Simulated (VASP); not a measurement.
# Re (P6_3/mmc) in VASP: single point with LDA

Aim: the single point of Re with LDA.

Everything below comes from runs of VASP 6.6.1. Logs are shortened: lines on timing, memory, paths and dates and some standing lists are left out, and cuts for length are marked.

### 1 The cell of the first run

Symmetry: P6_3/mmc, No. 194, hexagonal system. Conventional cell: a = 2.409 Å, b = 2.409 Å, c = 3.878 Å, α = 90.00°, β = 90.00°, γ = 120.00°. Within 3.2 Å of Re (site symmetry -6m2) lie 12 Re at 2.39 to 2.41 Å.

### 2 Single point, LDA (9.75 Å³/atom)

The input, INCAR:

```
  ALGO = Normal
  EDIFF = 1E-6
  ENCUT = 560
  GGA = CA
  GGA_COMPAT = False
  ISIF = 2
  ISMEAR = -1
  LASPH = True
  LCHARG = False
  LREAL = False
  LWAVE = False
  NBANDS = 22
  NELM = 120
  PREC = Accurate
  SIGMA = 0.08
```

The input, KPOINTS:

```
k-points
0
Gamma
  18 18 10
```

The input, POSCAR:

```
Re
1.0
    2.4092193053      0.0000000000      0.0000000000
   -1.2046096526      2.0864451217      0.0000000000
    0.0000000000      0.0000000000      3.8783041766
Re
2
Direct
    0.3333333333      0.6666666667      0.2500000000
    0.6666666667      0.3333333333      0.7500000000
```

Potentials or basis: VASP PAW LDA potentials, release 64 (Re_sv_GW).

Run with:

```bash
cat potpaw_LDA.64/Re_sv_GW/POTCAR > POTCAR
mpirun -np 1 vasp_std > vasp.out
```

OUTCAR:

```text
EDIFF = 1E-6
   ENCUT = 560
   GGA = CA
   ISIF = 2
   ISMEAR = -1
   LASPH = True
   LREAL = False
   NELM = 120
   PREC = Accurate

 ion  position               nearest neighbor table
   1  0.333  0.667  0.250-   2 2.39   2 2.39   2 2.39   2 2.39   2 2.39   2 2.39
   2  0.667  0.333  0.750-   1 2.39   1 2.39   1 2.39   1 2.39   1 2.39   1 2.39

  LATTYP: Found a hexagonal cell.
 ALAT       =     2.4092193053
 C/A-ratio  =     1.6097763155

  Lattice vectors:

 A1 = (   2.4092193053,   0.0000000000,   0.0000000000)
 A2 = (  -1.2046096526,   2.0864451217,   0.0000000000)
 A3 = (   0.0000000000,   0.0000000000,   3.8783041766)

Analysis of symmetry for initial positions (statically):
=====================================================================
 Subroutine PRICEL returns:
 Original cell was already a primitive cell.

 Routine SETGRP: Setting up the symmetry group for a
 hexagonal supercell.

 Subroutine GETGRP returns: Found 24 space group operations
 (whereof 12 operations were pure point group operations)
 out of a pool of 24 trial point group operations.

The static configuration has the point symmetry D_3d.
 The point group associated with its full space group is D_6h.

Analysis of symmetry for dynamics (positions and initial velocities):
=====================================================================
 Subroutine PRICEL returns:
 Original cell was already a primitive cell.

 Routine SETGRP: Setting up the symmetry group for a
 hexagonal supercell.

 Subroutine GETGRP returns: Found 24 space group operations
 (whereof 12 operations were pure point group operations)
 out of a pool of 24 trial point group operations.

The dynamic configuration has the point symmetry D_3d.
 The point group associated with its full space group is D_6h.

 Subroutine INISYM returns: Found 24 space group operations
 (whereof 12 operations are pure point group operations),
 and found     1 'primitive' translations

----------------------------------------------------------------------------------------

                                     Primitive cell

  volume of cell :      19.4951
[... 73 lines left out ...]
   total plane-waves  NPLWV =  12000
   dimension x,y,z NGX =    20 NGY =   20 NGZ =   30
   dimension x,y,z NGXF=    40 NGYF=   40 NGZF=   60
   ions per type =               2
   NGX,Y,Z   is equivalent  to a cutoff of  13.80, 13.80, 12.86 a.u.
   NGXF,Y,Z  is equivalent  to a cutoff of  27.60, 27.60, 25.72 a.u.
 SYSTEM =  unknown system
   PREC   = accura    normal or accurate (medium, high low for compatibility)
   ISTART =      0    job   : 0-new  1-cont  2-samecut
   ICHARG =      2    charge: 1-file 2-atom 10-const
   ISPIN  =      1    spin polarized calculation?
   LNONCOLLINEAR =      F non collinear calculations
   LSORBIT =      F    spin-orbit coupling
   LASPH  =      T    aspherical Exc in radial PAW
   ENCUT  =  560.0 eV  41.16 Ry    6.42 a.u.   4.65  4.65  7.48*2*pi/ulx,y,z
   NELM   =    120;   NELMIN=  2; NELMDL= -5     # of ELM steps
   EDIFF  = 0.1E-05   stopping-criterion for ELM
   LREAL  =      F    real-space projection
   EDIFFG = 0.1E-04   stopping-criterion for IOM
   NSW    =      0    number of steps for IOM
   IBRION =     -1    ionic relax: 0-MD 1-quasi-New 2-CG
   NFREE  =      0    steps in history (QN), initial steepest desc. (CG)
   ISIF   =      2    stress and relaxation
   ISYM   =      2    0-nonsym 1-usesym 2-fastsym
   POTIM  = 0.5000    time-step for ionic-motion
   TEBEG  =    0.0;   TEEND  =   0.0 temperature during run
   PSTRESS=    0.0 pullay stress
   NELECT =      30.0000    total number of electrons
   NUPDOWN=      -1.0000    fix difference up-down
   EMIN   =  10.00;   EMAX   =-10.00  energy-range for DOS
   EFERMI =   0.00;   METHOD = LEGACY
   ISMEAR =    -1;   SIGMA  =   0.08  broadening in eV -4-tet -1-fermi 0-gaus
   EFERMI_NEDOS =   21; number of points for ismear=-14 and -15
   IALGO  =     38    algorithm
   IMIX   =      4    mixing-type and parameters
     AMIX     =   0.40;   BMIX     =  1.00
     AMIX_MAG =   1.60;   BMIX_MAG =  1.00
  volume/ion in A,a.u.               =       9.75        65.78
  Fermi-wavevector in a.u.,A,eV,Ry     =   1.890051  3.571679 48.603995  3.572293
  Thomas-Fermi vector in A             =   2.931505
   LORBIT       =      0    0 simple, 1 ext, 2 COOP (PROOUT), +10 PAW based schemes
   GGA     = CA    functional components
   LHFCALC =     F    Hartree Fock is set to
   AEXX    =    0.0000 exact exchange contribution
   IVDW    =     0    specifies the selected vdW correction
   LEPSILON=     F    determine dielectric tensor
   LRPA    =     F    only Hartree local field effects (RPA)
 non-spin polarized calculation
  energy-cutoff  :      560.00
  volume of cell :       19.50
 maximum number of plane-waves:       598
 NGX is ok and might be reduce to    20
   NGX =  9   NGY =  9   NGZ = 15

 number of electron      29.9999996 magnetization

 Free energy of the ion-electron system (eV)
  ---------------------------------------------------
  ext. energy  EPLUGINS =         0.00000000
  ---------------------------------------------------
  free energy    TOTEN  =       -23.37898800 eV

  energy without entropy =      -23.35994443  energy(sigma->0) =      -23.36946622

 E-fermi :  21.2988     XC(G=0): -17.0151

 val. band max:       21.2963200929   @ k =   0.3333   0.3333   0.0000
 cond. band min:      21.3043044548   @ k =   0.0000   0.0000   0.1000
 fundamental gap:      0.0079843619
 Fermi energy:        21.2987589534

 k-point     1 :       0.0000    0.0000    0.0000
  band No.  band energies     occupation
      1     -58.6505      2.00000
      2     -57.9272      2.00000
      3     -23.1973      2.00000
      4     -19.3468      2.00000
      5     -19.3468      2.00000
      6     -18.7456      2.00000
[... 589 lines left out ...]
     21      35.9174      0.00000
     22      36.5385      0.00000

 [... further k-points ...]
[... 5 lines left out ...]
  --------------------------------------------------------------------------------------
  -------------------------------------------------------------------------------------
  Total       43.2721278     43.2721278     43.2809087      0.0000000     -0.0000000      0.0000000
  in kB     3556.2613075   3556.2613076   3556.9829516      0.0000001     -0.0000000      0.0000000
  external PRESSURE =    3556.5018556 kB  Pullay stress =       0.0000000 kB

 VOLUME and BASIS-vectors are now :
 -----------------------------------------------------------------------------
  energy-cutoff  :      560.00
  volume of cell :       19.50
      direct lattice vectors                 reciprocal lattice vectors
     2.409219305  0.000000000  0.000000000     0.415072218  0.239642057  0.000000000
    -1.204609653  2.086445122  0.000000000     0.000000000  0.479284113  0.000000000
     0.000000000  0.000000000  3.878304177     0.000000000  0.000000000  0.257844654

 POSITION                                       TOTAL-FORCE (eV/Angst)
 -----------------------------------------------------------------------------------
     -0.00000      1.39096      0.96958         0.000000      0.000000      0.000000
      1.20461      0.69548      2.90873        -0.000000     -0.000000      0.000000
 -----------------------------------------------------------------------------------
    total drift:                               -0.000000      0.000000     -0.000000

  FREE ENERGIE OF THE ION-ELECTRON SYSTEM (eV)
  ---------------------------------------------------
  free  energy   TOTEN  =       -23.3789880048 eV

  energy  without entropy=      -23.3599444288  energy(sigma->0) =      -23.36946622
```

Wall time 84 s (1 thread of AMD EPYC 7R43 (Zen 3), shared host); peak memory 0.16 GiB.

Results:

```yaml
Free_energy: -23.3790 eV
Pressure: 355.7 GPa
Band_gap_on_the_k_mesh: zero (bands 15 and 16 overlap by 6.93 eV)
```

Caveat: the cell stands under pressure; spin-orbit coupling is left out, which moves the levels of the heavy elements.
